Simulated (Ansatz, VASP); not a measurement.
# One calculation of Na, two programs

```
CELL_PARAMETERS angstrom
-2.08842 2.08842 2.13559
2.08842 -2.08842 2.13559
2.08842 2.08842 -2.13559
ATOMIC_POSITIONS crystal
Na 0.00000 0.00000 0.00000
```

Change from the starting cell: z stretched by +1.5 % at fixed volume.

Alike in both runs: task single point; functional PBEsol; k mesh 12 × 12 × 12; occupations fermi-dirac, width 0.05 eV; no spin polarisation.

```csv
,VASP,Ansatz
version,VASP 6.6.1,Ansatz 0.2.0
potentials or method,"VASP PAW PBE potentials, release 64 (Na_pv), cutoff 520 eV","all-electron LAPW, scalar-relativistic"
```

```tsv
	VASP	Ansatz	Ansatz less VASP
pressure (GPa)	-0.2	-0.2	+0.02
```

VASP's potentials were made for PBE, not for PBEsol. Ansatz ran all-electron here, and VASP with PAW potentials.
